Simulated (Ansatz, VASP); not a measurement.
**One calculation of Cu, two programs**

```
Cu
1.0
     0.00000    1.81484    1.81484
     1.81484    0.00000    1.81484
     1.81484    1.81484    0.00000
Cu
1
Direct
  0.50000 0.50000 0.50000
```

Alike in both runs: functional PBE; k mesh 26 × 26 × 26; occupations gaussian, width 0.1 eV; no spin polarisation.

Ansatz relaxed the structure, and its values are those at the end. VASP's run is a single point on that final structure, the one shown.

```csv
,VASP,Ansatz
version,VASP 6.6.1,Ansatz 0.2.0
potentials or method,"VASP PAW PBE potentials, release 64 (Cu), cutoff 520 eV","scalar-relativistic, plane waves, PAW"
valence electrons in the cell,11,19
```

|  | VASP | Ansatz | Ansatz less VASP |
| --- | --- | --- | --- |
| gap on the k mesh at the Fermi level (eV) | none | none | - |
| pressure (GPa) | 0.6 | 0.0 | -0.57 |

A gap of «none» marks a metal or a gap that the smearing closes. With one functional, cell and mesh, what is left measures potentials, basis and numerics. VASP's potentials hold 11 valence electrons a cell and Ansatz's 19, so a difference there can come from the potentials and not from the codes.
